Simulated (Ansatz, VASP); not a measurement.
**Two plane-wave programs on O**

Contents of INCAR:

```
PREC = Accurate
ENCUT = 520
EDIFF = 1E-6
ISMEAR = -1
SIGMA = 0.05
LREAL = F
LASPH = T
NELM = 150
ALGO = Normal
ISIF = 2
LWAVE = F
LCHARG = F
ISPIN = 2
MAGMOM = 1 1
LORBIT = 11
GGA = CA
IBRION = 2
NSW = 60
EDIFFG = -0.02
```

KPOINTS

```
regular mesh
0
Gamma
  1 1 1
```

POSCAR

```
O
1.0
    9.0000000000      0.0000000000      0.0000000000
    0.0000000000      9.5000000000      0.0000000000
    0.0000000000      0.0000000000     10.0000000000
O
2
Direct
    0.5000000000      0.5000000000      0.4385000000
    0.5000000000      0.5000000000      0.5615000000
```

Input for Ansatz:

```yaml
crystal:
  lattice:
    - [9.0, 0.0, 0.0]
    - [0.0, 9.5, 0.0]
    - [0.0, 0.0, 10.0]
  atoms:
    - { symbol: O, position: [0.5, 0.5, 0.4385], spin: 1.0 }
    - { symbol: O, position: [0.5, 0.5, 0.5615], spin: 1.0 }
accuracy: medium
basis:
  ecutwfc: 420.0
kpoints:
  mp_grid:
    grid: [1, 1, 1]
hamiltonian:
  xc: lda
magnetization:
  spin_polarized: true
scf:
  convergence:
    dr2_threshold: 1.0e-09
  occupations:
    method: fermi_dirac
    width: 0.05
relax:
  f_tol: 0.02
  max_steps: 40
output:
  stress: true
```

Alike in both runs: task relaxation of the atoms; functional LDA; k mesh 1 × 1 × 1; occupations fermi-dirac, width 0.05 eV; collinear spin.

```csv
,VASP,Ansatz
version,VASP 6.6.1,Ansatz 0.2.0
potentials or method,"VASP PAW LDA potentials, release 64 (O), cutoff 520 eV","plane waves, PAW"
valence electrons in the cell,12,12
```

```csv
,VASP,Ansatz,Ansatz less VASP
net moment per atom (μB),1.00,1.00,0.000
size of the moment on the site where the two differ most (μB),0.81,0.55,-0.261
```

LDA's correlation is that of Perdew and Zunger in VASP and of Perdew and Wang (1992) in Ansatz. Site moments also hang on the region over which each program counts them. Ansatz's warnings: end state compared, stress scf threshold loose.

Noted on VASP's run: the standard files for N, O and F lose accuracy on very short bonds.
